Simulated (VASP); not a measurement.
A run of VASP 6.6.1 is set up as follows.

File INCAR:

```
  PREC = Accurate
  ENCUT = 500
  EDIFF = 1E-6
  ISMEAR = 0
  SIGMA = 0.01
  LREAL = F
  LASPH = T
  NELM = 120
  ALGO = Normal
  ISIF = 2
  LWAVE = F
  LCHARG = F
  GGA = PE
  NBANDS = 32
  GGA_COMPAT = F
```

File KPOINTS:

```
Automatic mesh
0
Gamma
  6 6 6
```

Contents of POSCAR:

```
Bi2Se3
1.0
    2.0715000000      1.1959810826      9.5453333333
   -2.0715000000      1.1959810826      9.5453333333
    0.0000000000     -2.3919621653      9.5453333333
Bi Se
2 3
Direct
    0.4007996667      0.4007996667      0.4007996667
    0.5992003333      0.5992003333      0.5992003333
    0.0000000000      0.0000000000      0.0000000000
    0.2117003333      0.2117003333      0.2117003333
    0.7882996667      0.7882996667      0.7882996667
```

Potentials or basis: VASP PAW PBE potentials, release 64 (Bi_d, Se).

Launch:

```sh
$ cat potpaw_PBE.64/Bi_d/POTCAR potpaw_PBE.64/Se/POTCAR > POTCAR
$ mpirun -np 1 vasp_std > vasp.out
```

(1) Predict the largest force.

(2) Predict the pressure.

Results:

(1) 0.192 eV/Å.

(2) 2.6 GPa.
